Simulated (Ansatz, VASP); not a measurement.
CeO2 in VASP and in Ansatz

The input INCAR:

```
PREC = Accurate ; ENCUT = 520
EDIFF = 1E-7 ; ISMEAR = 0
SIGMA = 0.05 ; LREAL = F
LASPH = T ; NELM = 60
ALGO = Normal ; ISIF = 2
LWAVE = F ; LCHARG = F
GGA = PE ; NBANDS = 19
```

The input KPOINTS:

```
Automatic mesh
0
Gamma
  12 12 12
```

File POSCAR:

```
CeO2
1.0
    0.0000000000      2.6810922341      2.6810922341
    2.6810922341      0.0000000000      2.6810922341
    2.6810922341      2.6810922341      0.0000000000
Ce O
1 2
Direct
    0.0000000000      0.0000000000      0.0000000000
    0.2500000000      0.2500000000      0.2500000000
    0.7500000000      0.7500000000      0.7500000000
```

Input for Ansatz:

```yaml
crystal:
  lattice:
    - [0.0, 2.6810921847, 2.6810921847]
    - [2.6810921847, 0.0, 2.6810921847]
    - [2.6810921847, 2.6810921847, 0.0]
  atoms:
    - { symbol: Ce, position: [0.0, 0.0, 0.0] }
    - { symbol: O, position: [0.25, 0.25, 0.25] }
    - { symbol: O, position: [0.75, 0.75, 0.75] }
basis:
  ecutwfc: 420
  ecutrho_ratio: 4
kpoints:
  mp_grid: { grid: [12, 12, 12] }
hamiltonian:
  xc: pbe
scf:
  occupations: { method: gaussian, width: 0.05 }
output:
  forces: true
  stress: true
  eigenvalues: true
```

Alike in both runs: task single point; functional PBE; k mesh 12 × 12 × 12; occupations gaussian, width 0.05 eV; no spin polarisation.

|  | VASP | Ansatz |
| --- | --- | --- |
| version | VASP 6.6.1 | Ansatz 0.2.0 |
| potentials or method | VASP PAW PBE potentials, release 64 (Ce, O), cutoff 520 eV | scalar-relativistic, plane waves, PAW |
| valence electrons in the cell | 24 | 24 |

```tsv
	VASP	Ansatz	Ansatz less VASP
gap on the k mesh at the Fermi level (eV)	2.03	2.07	+0.037
least direct gap on the mesh (eV)	2.14	2.18	+0.039
pressure (GPa)	11.1	11.2	+0.05
```

Spin-orbit coupling is off throughout.
